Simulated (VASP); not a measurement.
# Ga (Im-3m) in VASP: a series of runs, part 2 of 2

VASP 6.6.1.

### 5 Single point, PBE

This run uses another cell than the first one, of 19.19 Å³/atom, 2.375 times its volume.

INCAR

```
ALGO     = Normal         # electronic algorithm
EDIFF    = 1E-6           # SCF threshold, eV
ENCUT    = 520            # plane-wave cutoff, eV
GGA      = PE             # functional
ISIF     = 2              # what is computed and relaxed
ISMEAR   = -1             # smearing method
LASPH    = T              # aspherical terms in the spheres
LCHARG   = T              # write CHGCAR
LELF     = T              # ELF
LREAL    = F              # projectors in reciprocal space
LVHAR    = T            
LWAVE    = F              # write WAVECAR
NBANDS   = 12             # bands
NELM     = 60             # most SCF steps
PREC     = Accurate       # precision mode
SIGMA    = 0.05           # smearing width, eV
```

KPOINTS

```
k-points
0
Gamma
  21 21 21
```

POSCAR

```
Ga
1.0
   -1.6865655406      1.6865655406      1.6865655406
    1.6865655406     -1.6865655406      1.6865655406
    1.6865655406      1.6865655406     -1.6865655406
Ga
1
Direct
    0.0000000000      0.0000000000      0.0000000000
```

Potentials or basis: VASP PAW PBE potentials, release 64 (Ga_d).

Started as:

```bash
$ cat potpaw_PBE.64/Ga_d/POTCAR > POTCAR
$ mpirun -np 1 vasp_std > vasp.out
```

OUTCAR:

```text
EDIFF = 1E-6
   ENCUT = 520
   GGA = PE
   ISIF = 2
   ISMEAR = -1
   LASPH = T
   LREAL = F
   NELM = 60
   PREC = Accurate

 ion  position               nearest neighbor table
   1  0.000  0.000  0.000-

  LATTYP: Found a body centered cubic cell.
 ALAT       =     3.3731310812

  Lattice vectors:

 A1 = (  -1.6865655406,   1.6865655406,   1.6865655406)
 A2 = (   1.6865655406,  -1.6865655406,   1.6865655406)
 A3 = (   1.6865655406,   1.6865655406,  -1.6865655406)

Analysis of symmetry for initial positions (statically):
=====================================================================
 Subroutine PRICEL returns:
 Original cell was already a primitive cell.

 Routine SETGRP: Setting up the symmetry group for a
 body centered cubic supercell.

 Subroutine GETGRP returns: Found 48 space group operations
 (whereof 48 operations were pure point group operations)
 out of a pool of 48 trial point group operations.

The static configuration has the point symmetry O_h .

Analysis of symmetry for dynamics (positions and initial velocities):
=====================================================================
 Subroutine PRICEL returns:
 Original cell was already a primitive cell.

 Routine SETGRP: Setting up the symmetry group for a
 body centered cubic supercell.

 Subroutine GETGRP returns: Found 48 space group operations
 (whereof 48 operations were pure point group operations)
 out of a pool of 48 trial point group operations.

The dynamic configuration has the point symmetry O_h .

 Subroutine INISYM returns: Found 48 space group operations
 (whereof 48 operations are pure point group operations),
 and found     1 'primitive' translations

----------------------------------------------------------------------------------------

                                     Primitive cell

  volume of cell :      19.1898

  direct lattice vectors                    reciprocal lattice vectors
    -1.686565541  1.686565541  1.686565541     0.000000000  0.296460462  0.296460462
     1.686565541 -1.686565541  1.686565541     0.296460462  0.000000000  0.296460462
     1.686565541  1.686565541 -1.686565541     0.296460462  0.296460462  0.000000000

  length of vectors
     2.921217207  2.921217207  2.921217207     0.419258407  0.419258407  0.419258407

  position of ions in fractional coordinates (direct lattice)
     0.000000000  0.000000000  0.000000000

  ion indices of the primitive-cell ions
   primitive index   ion index
                 1           1

----------------------------------------------------------------------------------------

 KPOINTS: k-points

Automatic generation of k-mesh.
 Grid dimensions read from file:
 generate k-points for:   21   21   21

 Generating k-lattice:

  Cartesian coordinates                     Fractional coordinates (reciprocal lattice)
     0.000000000  0.014117165  0.014117165     0.047619048  0.000000000  0.000000000
     0.014117165  0.000000000  0.014117165     0.000000000  0.047619048  0.000000000
     0.014117165  0.014117165  0.000000000     0.000000000  0.000000000  0.047619048

  Length of vectors
     0.019964686  0.019964686  0.019964686

  Shift w.r.t. Gamma in fractional coordinates (k-lattice)
     0.000000000  0.000000000  0.000000000

 Subroutine IBZKPT returns following result:
 ===========================================

 Found    286 irreducible k-points:

 Following reciprocal coordinates:
            Coordinates               Weight
  0.000000  0.000000  0.000000      1.000000
  0.047619  0.000000  0.000000     12.000000
  0.095238  0.000000  0.000000     12.000000
  0.142857  0.000000  0.000000     12.000000
  0.190476  0.000000  0.000000     12.000000
  0.238095  0.000000  0.000000     12.000000
[... 16 lines left out ...]
  0.142857  0.095238  0.000000     48.000000
  0.190476  0.095238  0.000000     48.000000
 [... further k-points ...]
   k-points           NKPTS =    286   k-points in BZ     NKDIM =    286   number of bands    NBANDS=     12
   number of dos      NEDOS =    301   number of ions     NIONS =      1
   total plane-waves  NPLWV =  13824
   dimension x,y,z NGX =    24 NGY =   24 NGZ =   24
   dimension x,y,z NGXF=    48 NGYF=   48 NGZF=   48
   ions per type =               1
   NGX,Y,Z   is equivalent  to a cutoff of  13.66, 13.66, 13.66 a.u.
   NGXF,Y,Z  is equivalent  to a cutoff of  27.32, 27.32, 27.32 a.u.
 SYSTEM =  unknown system
   PREC   = accura    normal or accurate (medium, high low for compatibility)
   ISTART =      0    job   : 0-new  1-cont  2-samecut
   ICHARG =      2    charge: 1-file 2-atom 10-const
   ISPIN  =      1    spin polarized calculation?
   LNONCOLLINEAR =      F non collinear calculations
   LSORBIT =      F    spin-orbit coupling
   LASPH  =      T    aspherical Exc in radial PAW
   ENCUT  =  520.0 eV  38.22 Ry    6.18 a.u.   5.43  5.43  5.43*2*pi/ulx,y,z
   NELM   =     60;   NELMIN=  2; NELMDL= -5     # of ELM steps
   EDIFF  = 0.1E-05   stopping-criterion for ELM
   LREAL  =      F    real-space projection
   EDIFFG = 0.1E-04   stopping-criterion for IOM
   NSW    =      0    number of steps for IOM
   IBRION =     -1    ionic relax: 0-MD 1-quasi-New 2-CG
   NFREE  =      0    steps in history (QN), initial steepest desc. (CG)
   ISIF   =      2    stress and relaxation
   ISYM   =      2    0-nonsym 1-usesym 2-fastsym
   POTIM  = 0.5000    time-step for ionic-motion
   TEBEG  =    0.0;   TEEND  =   0.0 temperature during run
   PSTRESS=    0.0 pullay stress
   NELECT =      13.0000    total number of electrons
   NUPDOWN=      -1.0000    fix difference up-down
   EMIN   =  10.00;   EMAX   =-10.00  energy-range for DOS
   EFERMI =   0.00;   METHOD = LEGACY
   ISMEAR =    -1;   SIGMA  =   0.05  broadening in eV -4-tet -1-fermi 0-gaus
   EFERMI_NEDOS =   21; number of points for ismear=-14 and -15
   IALGO  =     38    algorithm
   IMIX   =      4    mixing-type and parameters
     AMIX     =   0.40;   BMIX     =  1.00
     AMIX_MAG =   1.60;   BMIX_MAG =  1.00
  volume/ion in A,a.u.               =      19.19       129.50
  Fermi-wavevector in a.u.,A,eV,Ry     =   1.437803  2.717054 28.127019  2.067278
  Thomas-Fermi vector in A             =   2.556840
   LORBIT       =      0    0 simple, 1 ext, 2 COOP (PROOUT), +10 PAW based schemes
   GGA     = PE    functional components
   LHFCALC =     F    Hartree Fock is set to
   AEXX    =    0.0000 exact exchange contribution
   IVDW    =     0    specifies the selected vdW correction
   LEPSILON=     F    determine dielectric tensor
   LRPA    =     F    only Hartree local field effects (RPA)
 non-spin polarized calculation
  energy-cutoff  :      520.00
  volume of cell :       19.19
 maximum number of plane-waves:       536
 NGX is ok and might be reduce to    24
   NGX = 11   NGY = 11   NGZ = 11

 number of electron      12.9999990 magnetization

 Free energy of the ion-electron system (eV)
  ---------------------------------------------------
  ext. energy  EPLUGINS =         0.00000000
  ---------------------------------------------------
  free energy    TOTEN  =        -2.87453312 eV

  energy without entropy =       -2.87171328  energy(sigma->0) =       -2.87312320

 E-fermi :   5.4015     XC(G=0): -10.9370

 val. band max:        5.3954290570   @ k =   0.2381   0.1905   0.1429
 cond. band min:       5.4422866804   @ k =   0.2857   0.1429   0.0476
 fundamental gap:      0.0468576234
 Fermi energy:         5.4014609340

 k-point     1 :       0.0000    0.0000    0.0000
  band No.  band energies     occupation
      1      -9.5139      2.00000
      2      -9.5139      2.00000
      3      -9.5139      2.00000
      4      -9.3342      2.00000
      5      -9.3342      2.00000
      6      -5.5086      2.00000
      7      17.7669      0.00000
      8      17.7669      0.00000
      9      17.7670      0.00000
     10      22.4064      0.00000
     11      22.4064      0.00000
     12      22.4064      0.00000
[... 331 lines left out ...]
 k-point    24 :       0.1905    0.0952    0.0000
  band No.  band energies     occupation
      1      -9.5452      2.00000
      2      -9.5088      2.00000
      3      -9.3782      2.00000
      4      -9.3624      2.00000
      5      -9.3345      2.00000
      6      -3.7855      2.00000
      7      10.2058      0.00000
      8      12.7738      0.00000
      9      15.0227      0.00000
     10      18.9313      0.00000
     11      20.1697      0.00000
     12      22.1211      0.00000

 [... further k-points ...]

------------------------ aborting loop because EDIFF is reached ----------------------------------------

  FORCE on cell =-STRESS in cart. coord.  units (eV):
  Direction    XX          YY          ZZ          XY          YZ          ZX
  --------------------------------------------------------------------------------------
  -------------------------------------------------------------------------------------
  Total        0.0077668      0.0077668      0.0077668     -0.0000000     -0.0000000     -0.0000000
  in kB        0.6484599      0.6484599      0.6484599     -0.0000000     -0.0000000     -0.0000000
  external PRESSURE =       0.6484599 kB  Pullay stress =       0.0000000 kB

 VOLUME and BASIS-vectors are now :
 -----------------------------------------------------------------------------
  energy-cutoff  :      520.00
  volume of cell :       19.19
      direct lattice vectors                 reciprocal lattice vectors
    -1.686565541  1.686565541  1.686565541     0.000000000  0.296460462  0.296460462
     1.686565541 -1.686565541  1.686565541     0.296460462  0.000000000  0.296460462
     1.686565541  1.686565541 -1.686565541     0.296460462  0.296460462  0.000000000

 POSITION                                       TOTAL-FORCE (eV/Angst)
 -----------------------------------------------------------------------------------
      0.00000      0.00000      0.00000         0.000000     -0.000000     -0.000000
 -----------------------------------------------------------------------------------
    total drift:                               -0.000000      0.000000      0.000000

  FREE ENERGIE OF THE ION-ELECTRON SYSTEM (eV)
  ---------------------------------------------------
  free  energy   TOTEN  =        -2.8745331154 eV

  energy  without entropy=       -2.8717132785  energy(sigma->0) =       -2.87312320
```

Run time: 31 s. Hardware: 1 thread of Intel Xeon Platinum 8259CL at 2.50GHz (Skylake/Cascade Lake), shared host; peak memory 0.19 GiB.

What came out:

| Quantity | Value |
| --- | --- |
| Free energy | -2.8745 eV |
| Pressure | 0.1 GPa |

### 6 Relaxation of cell and atoms, PBE, target pressure 330 GPa, at which the enthalpy is minimised

INCAR

```
ALGO = Normal
EDIFF = 1E-6
EDIFFG = -0.005
ENCUT = 600
GGA = PE
IBRION = 2
ISIF = 3
ISMEAR = -1
LASPH = True
LCHARG = False
LREAL = False
LWAVE = False
NELM = 100
NSW = 60
PREC = Accurate
PSTRESS = 3300.0
SIGMA = 0.05
```

KPOINTS is that of step 5.

POSCAR

```
Ga
1.0
   -1.2640490346      1.2640490346      1.2640490346
    1.2640490346     -1.2640490346      1.2640490346
    1.2640490346      1.2640490346     -1.2640490346
Ga
1
Direct
    0.0000000000      0.0000000000      0.0000000000
```

Potentials or basis: VASP PAW PBE potentials, release 64 (Ga_d).

Started as:

```bash
$ cat potpaw_PBE.64/Ga_d/POTCAR > POTCAR
$ mpirun -np 1 vasp_std > vasp.out
```

Run time: 54 s. Hardware: 1 thread of Intel Xeon Platinum 8488C (Sapphire Rapids), shared host; peak memory 0.14 GiB.

It converged, with:

```yaml
Free_energy: 2.1636 eV
Relaxed_volume: 8.11 Å³/atom
Relaxed_cell: a = 2.193 Å, b = 2.193 Å, c = 2.193 Å, α = 109.47°, β = 109.47°, γ = 109.47°
Space_group_after_relaxing_to_0.05_Å: Im-3m (No. 229)
Energy_change_on_relaxing_the_enthalpy_is_what_falls: -72.6 meV/atom
Ionic_steps: 7
Pressure_after_relaxing: 329.9 GPa
```

The path:
| step | energy change (eV) | largest force (eV/Å) | pressure (GPa) | volume (Å³) |
| --- | --- | --- | --- | --- |
| 1 | 0.0000 | 0.0000 | 333.99 | 8.08 |
| 2 | -0.4716 | 0.0000 | 302.38 | 8.32 |
| 3 | -0.0635 | 0.0000 | 331.04 | 8.11 |
| 4 | -0.0785 | 0.0000 | 329.43 | 8.12 |
| 5 | -0.0732 | 0.0000 | 329.82 | 8.11 |
| 6 | -0.0712 | 0.0000 | 330.24 | 8.11 |
| 7 | -0.0726 | 0.0000 | 329.91 | 8.11 |

Final structure:
```
Ga
1.0
    -1.26587    1.26587    1.26587
     1.26587   -1.26587    1.26587
     1.26587    1.26587   -1.26587
Ga
1
Direct
  0.00000 0.00000 0.00000
```

Levels at points of the mesh, in eV from the Fermi level:
| k point | band 2 | band 3 | band 4 | band 5 | band 6 | band 7 | band 8 | band 9 | band 10 |
| --- | --- | --- | --- | --- | --- | --- | --- | --- | --- |
| (0.00, 0.00, 0.00) | -18.21 | -18.21 | -18.21 | -17.11 | -17.11 | 22.64 | 22.64 | 22.64 | 27.42 |

Caveat: the cell is relaxed towards a set pressure, so the enthalpy falls and the energy may rise.

### 7 Relaxation of cell and atoms, PBE, target pressure 330 GPa, at which the enthalpy is minimised

INCAR

```
PREC = Accurate
ENCUT = 600
EDIFF = 1E-6
ISMEAR = -1
SIGMA = 0.05
LREAL = F
LASPH = T
NELM = 80
ALGO = Normal
ISIF = 3
LWAVE = F
LCHARG = F
GGA = PE
IBRION = 2
NSW = 32
EDIFFG = -0.005
PSTRESS = 3300.0
```

KPOINTS

```
regular mesh
0
Gamma
  21 21 21
```

POSCAR

```
Ga
1.0
   -1.2645968563      1.2645968563      1.2645968563
    1.2645968563     -1.2645968563      1.2645968563
    1.2645968563      1.2645968563     -1.2645968563
Ga
1
Direct
    0.0000000000      0.0000000000      0.0000000000
```

Started as:

```bash
$ cat potpaw_PBE.64/Ga_d/POTCAR > POTCAR
$ mpirun -np 1 vasp_std > vasp.out
```

Wall time 59 s (1 thread of Intel Xeon Platinum 8488C (Sapphire Rapids), shared host); peak memory 0.15 GiB.

Results (log left out):

| Property | Result |
| --- | --- |
| Free energy | 2.1659 eV |
| Relaxed volume | 8.11 Å³/atom |
| Relaxed cell | a = 2.192 Å, b = 2.192 Å, c = 2.192 Å, α = 109.47°, β = 109.47°, γ = 109.47° |
| Space group after relaxing (to 0.05 Å) | Im-3m (No. 229) |
| Energy change on relaxing (the enthalpy is what falls) | -48.4 meV/atom |
| Ionic steps | 8 |
| Pressure after relaxing | 330.0 GPa |

Step by step:
| step | energy change (eV) | largest force (eV/Å) | pressure (GPa) | volume (Å³) |
| --- | --- | --- | --- | --- |
| 1 | 0.0000 | 0.0000 | 333.65 | 8.09 |
| 2 | -0.4316 | 0.0000 | 303.61 | 8.31 |
| 3 | -0.0507 | 0.0000 | 330.37 | 8.11 |
| 4 | -0.0561 | 0.0000 | 329.48 | 8.12 |
| 5 | -0.0529 | 0.0000 | 330.13 | 8.11 |
| 6 | -0.0540 | 0.0000 | 329.67 | 8.12 |
| 7 | -0.0204 | 0.0000 | 332.02 | 8.10 |
| 8 | -0.0484 | 0.0000 | 329.97 | 8.11 |

Final structure:
```yaml
crystal:
  lattice:
    - [-1.26581, 1.26581, 1.26581]
    - [1.26581, -1.26581, 1.26581]
    - [1.26581, 1.26581, -1.26581]
  atoms:
    - { symbol: Ga, position: [0.00000, 0.00000, 0.00000] }
```

Levels at points of the mesh, in eV from the Fermi level:
```
           k point  band 2  band 3  band 4  band 5  band 6  band 7  band 8  band 9  band 10
(0.00, 0.00, 0.00)  -18.22  -18.22  -18.22  -17.11  -17.11   22.64   22.64   22.64    27.42
```

Caveat: the cell is relaxed towards a set pressure, so the enthalpy falls and the energy may rise.

### 8 The runs side by side

| task | cell | cutoff (eV) | gap on the mesh (eV) | pressure (GPa) |
| --- | --- | --- | --- | --- |
| single point | a = 2.189 Å, angles 109.5°, 1 atom | 520 | none | 335.2 |
| single point | a = 2.190 Å, angles 109.5°, 1 atom | 520 | none | 333.5 |
| single point | a = 2.921 Å, angles 109.5°, 1 atom | 520 | none | 0.1 |
| relaxation of cell and atoms | relaxed to 330 GPa from a = 2.189 Å, angles 109.5°, 1 atom | 600 | none | 329.9 |
| relaxation of cell and atoms | relaxed to 330 GPa from a = 2.190 Å, angles 109.5°, 1 atom | 600 | none | 330.0 |

Alike in all rows: level PBE; potentials or basis VASP PAW PBE potentials, release 64 (Ga_d); no spin polarisation; k mesh 21 × 21 × 21; smearing fermi-dirac 0.05 eV.

Caveats: the cell is relaxed towards a set pressure, so the enthalpy falls and the energy may rise (some runs).

Total energies depend on the potentials used, so only differences within one code and one set of settings carry meaning.
